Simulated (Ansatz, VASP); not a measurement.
## TaN: VASP beside Ansatz

File INCAR:

```
SYSTEM = TaN
ALGO = Normal
EDIFF = 1E-7
ENCUT = 520
GGA = PS
ISIF = 2
ISMEAR = 0
LASPH = .True.
LCHARG = .True.
LELF = .True.
LREAL = .False.
LVHAR = .True.
LWAVE = .False.
NBANDS = 15
NELM = 80
PREC = Accurate
SIGMA = 0.15
```

Contents of KPOINTS:

```
k-points
0
Gamma
  20 20 20
  0 0 0
```

POSCAR

```
TaN
1.0
    0.1806636067      2.2814032195      2.2814032195
    2.2814032195      0.1806636067      2.2814032195
    2.2814032195      2.2814032195      0.1806636067
Ta N
1 1
Direct
    0.5000000000      0.5000000000      0.5000000000
    0.0000000000      0.0000000000      0.0000000000
```

Input for Ansatz:

```yaml
crystal:
  lattice:
    - [0.1806636067, 2.2814032195, 2.2814032195]
    - [2.2814032195, 0.1806636067, 2.2814032195]
    - [2.2814032195, 2.2814032195, 0.1806636067]
  atoms:
    - { symbol: Ta, position: [0.5, 0.5, 0.5] }
    - { symbol: "N", position: [0.0, 0.0, 0.0] }
basis:
  ecutwfc: 520.0
kpoints:
  mp_grid: { grid: [20, 20, 20] }
hamiltonian:
  xc: pbesol
  pseudopotentials: { kind: paw, azcp: { folder: soft_1 } }
scf:
  occupations: { method: gaussian, width: 0.15 }
output:
  forces: true
  stress: true
  eigenvalues: true
  write_density: true
  write_potential: true
  elf: true
  volumetric_format: npy
```

Alike in both runs: task single point; functional PBEsol; k mesh 20 × 20 × 20; occupations gaussian, width 0.15 eV; no spin polarisation.

```csv
,VASP,Ansatz
version,VASP 6.6.1,Ansatz 0.2.0
potentials or method,"VASP PAW PBE potentials, release 64 (Ta_pv, N), cutoff 520 eV","scalar-relativistic, plane waves, PAW"
valence electrons in the cell,16,18
```

Ansatz gave:

| Item | Value |
| --- | --- |
| gap on the k mesh at the Fermi level (eV) | none |
| pressure (GPa) | 0.7 |
| traceless stress, the component that is largest in VASP (GPa) | -4.86 |

Estimate VASP's values.

gap on the k mesh at the Fermi level (eV): none; pressure (GPa): 2.0; traceless stress, the component that is largest in VASP (GPa): -4.76.

VASP's potentials were made for PBE, not for PBEsol, and Ansatz warns of the same on its side. A gap of «none» marks a metal or a gap that the smearing closes. VASP's potentials hold 16 valence electrons a cell and Ansatz's 18, so a difference there can come from the potentials and not from the codes.

Spin-orbit coupling is off throughout.
